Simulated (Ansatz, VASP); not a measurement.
# SiNi: VASP beside Ansatz

```
CELL_PARAMETERS angstrom
3.25831 0.00000 0.00000
0.00000 4.70939 0.00000
0.00000 0.00000 24.16585
ATOMIC_POSITIONS crystal
Si 0.00000 0.84318 0.31036
Si 0.50000 0.15682 0.37357
Si 0.00000 0.84318 0.43679
Si 0.50000 0.15682 0.50000
Si 0.00000 0.84318 0.56321
Si 0.50000 0.15682 0.62643
Si 0.00000 0.84318 0.68964
Ni 0.00000 0.34231 0.31036
Ni 0.50000 0.65769 0.37357
Ni 0.00000 0.34231 0.43679
Ni 0.50000 0.65769 0.50000
Ni 0.00000 0.34231 0.56321
Ni 0.50000 0.65769 0.62643
Ni 0.00000 0.34231 0.68964
```

Alike in both runs: task single point; functional PBE; k mesh 2 × 2 × 1; occupations gaussian, width 0.1 eV; no spin polarisation.

```csv
,VASP,Ansatz
version,VASP 6.6.1,Ansatz 0.2.0
potentials or method,"VASP PAW PBE potentials, release 64 (Si, Ni), cutoff 520 eV","scalar-relativistic, plane waves, PAW"
valence electrons in the cell,98,154
```

```tsv
	VASP	Ansatz	Ansatz less VASP
gap on the k mesh at the Fermi level (eV)	none	none	-
rms of the force components (eV/Å)	0.544	0.551	+0.0071
```

A gap of «none» marks a metal or a gap that the smearing closes. VASP's potentials hold 98 valence electrons a cell and Ansatz's 154, so a difference there can come from the potentials and not from the codes.

The k mesh is coarse, so the values compare programs but aren't converged.
